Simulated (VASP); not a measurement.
HfS2, 3 atoms in the cell. The structure is trigonal, space group P-3m1 (No. 164). Conventional cell: a = 3.776 Å, b = 3.776 Å, c = 5.761 Å, α = 90.00°, β = 90.00°, γ = 120.00°. Hf (site symmetry -3m) has 6 S at 2.58 Å within 3.4 Å. S (site symmetry 3m) has 3 Hf at 2.58 Å within 3.4 Å.  This cell differs from its parent crystal: epitaxial xy strain +4.0%.

```yaml
Program: VASP 6.6.1
Task: single point
Functional: r2SCAN
Potentials_or_basis: VASP PAW PBE potentials, release 64 (Hf_pv, S)
Cutoff: 550 eV
k_mesh: 12 × 12 × 4
Occupations: gaussian, width 0.01 eV
Spin: no spin polarisation
Dipole_correction: no
Further_INCAR_settings: ALGO = Normal; EDIFF = 1e-06; NBANDS = 18
```

Potentials or basis: VASP PAW PBE potentials, release 64 (Hf_pv, S).

Launch:

```console
$ cat potpaw_PBE.64/Hf_pv/POTCAR potpaw_PBE.64/S/POTCAR > POTCAR
$ cp INCAR.step1 INCAR
$ mpirun -np 1 vasp_std > vasp.out
$ cp INCAR.step2 INCAR
$ mpirun -np 1 vasp_std > vasp.out
```

Hardware: 1 thread of Intel(R) Xeon(R) Platinum 8488C (Sapphire Rapids) (shared host).

Estimate the wall time of this run.

Wall time 3.5 min on 1 thread of Intel(R) Xeon(R) Platinum 8488C (Sapphire Rapids), with other jobs on the host, peak memory 0.27 GiB. Counts: k points 69.
